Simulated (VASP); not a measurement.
Crystal: TaN.

```
Ta N
1.0
     0.00000    2.17900    2.17900
     2.17900    0.00000    2.17900
     2.17900    2.17900    0.00000
Ta N
1 1
Direct
  0.50000 0.50000 0.50000
  0.00000 0.00000 0.00000
```

```yaml
Program: VASP 6.6.1
Task: relaxation of cell and atoms
Functional: PBEsol
Potentials_or_basis: VASP PAW PBE potentials, release 64 (Ta_pv, N)
Cutoff: 600 eV
k_mesh: 12 × 12 × 12
Occupations: fermi-dirac, width 0.05 eV
Spin: no spin polarisation
```

At the start: pressure 5.4 GPa; volume 10.35 Å³/atom.

Where does the relaxation end?

Over 17 steps the energy falls by 2.6 meV/atom and the volume is 10.50 Å³/atom (+1.5 %); space group Fm-3m (No. 225, to 0.05 Å).

Step by step:
| step | energy change (eV) | largest force (eV/Å) | pressure (GPa) | volume (Å³) |
| --- | --- | --- | --- | --- |
| 1 | 0.0000 | 0.0000 | 5.44 | 20.69 |
| 2 | 0.0239 | 0.0000 | -11.79 | 21.76 |
| 3 | -0.0052 | 0.0000 | -0.05 | 21.00 |
| 4 | -0.0052 | 0.0000 | 0.04 | 21.00 |
| 5 | -0.0052 | 0.0000 | 0.04 | 21.00 |
| 6 | -0.0052 | 0.0000 | 0.04 | 21.00 |
| 7 | -0.0052 | 0.0000 | 0.04 | 21.00 |
| 8 | -0.0052 | 0.0000 | 0.04 | 21.00 |
| 9 | -0.0052 | 0.0000 | 0.04 | 21.00 |
| 10 | -0.0052 | 0.0000 | 0.04 | 21.00 |
| 11 | -0.0052 | 0.0000 | 0.04 | 21.00 |
| 12 | -0.0052 | 0.0000 | 0.04 | 21.00 |
| 13 | -0.0052 | 0.0000 | 0.04 | 21.00 |
| 14 | -0.0052 | 0.0000 | 0.04 | 21.00 |
| 15 | -0.0052 | 0.0000 | 0.04 | 21.00 |
| 16 | -0.0052 | 0.0000 | 0.03 | 21.00 |
| 17 | -0.0052 | 0.0000 | 0.03 | 21.00 |

Final structure:
```
Ta N
1.0
     0.00000    2.18976    2.18976
     2.18976    0.00000    2.18976
     2.18976    2.18976    0.00000
Ta N
1 1
Cartesian
  2.1898 2.1898 2.1898
  0.0000 2.1898 2.1898
```

Caveat: the PAW data sets were made with another functional, which shifts forces and pressure a little.
